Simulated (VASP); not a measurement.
## MoS2: single point with PBEsol+D3(BJ)

MoS2:

```xyz
3
Lattice="1.5399 0.8891 5.7971 -1.5399 0.8891 5.7971 0.0000 -1.7781 5.7971" Properties=species:S:1:pos:R:3 pbc="T T T"
Mo    0.1069    0.0000    0.0000
S    -0.1600    0.0000   13.2038
S    -0.1600    0.0000    4.1873
```

This cell differs from its parent crystal: mode 4 frozen in at -0.160 Å and mode 5 at +0.000 Å (largest displacements).

```yaml
Program: VASP 6.6.1
Task: single point
Functional: PBEsol
Dispersion: D3(BJ)
Potentials_or_basis: VASP PAW PBE potentials, release 64 (Mo_sv, S)
Cutoff: 520 eV
k_mesh: 15 × 15 × 15
Occupations: gaussian, width 0.15 eV
Spin: no spin polarisation
Dipole_correction: no
Further_INCAR_settings: ALGO = Normal; EDIFF = 1e-07; NBANDS = 20
```

```yaml
Pressure: 4.1 GPa
Largest_force: 3.148 eV/Å
Band_gap_on_the_k_mesh: zero (band 13 reaches 9.44 eV, above the bottom of band 14 at 8.93 eV)
Dispersion_energy_per_atom: -0.415 eV
```

Forces in eV/Å, atoms in the order of the input:
```
Mo  -3.148  0.000  0.000
S    1.574  0.366  0.501
S    1.574 -0.366 -0.501
```

Stress tensor (GPa, compression positive):
```
5.81 0.00 0.00
0.00 1.02 3.88
0.00 3.88 5.42
```

Levels at points of the mesh, in eV from the Fermi level:
```csv
k point,band 9,band 10,band 11,band 12,band 13,band 14,band 15,band 16,band 17,band 18
"(0.00, 0.00, 0.00)",-3.56,-2.29,-1.45,-1.25,-1.04,1.01,1.12,2.85,3.19,6.85
```

Wall time 18 min on 1 thread of Intel(R) Xeon(R) 6975P-C (Granite Rapids), with other jobs on the host, peak memory 0.92 GiB.

Caveat: the cell differs from its parent crystal (mode 4 frozen in at -0.160 Å and mode 5 at +0.000 Å (largest displacements)); the PAW data sets were made with another functional, which shifts forces and pressure a little; pairwise dispersion overbinds metals, which lowers pressure and volume.
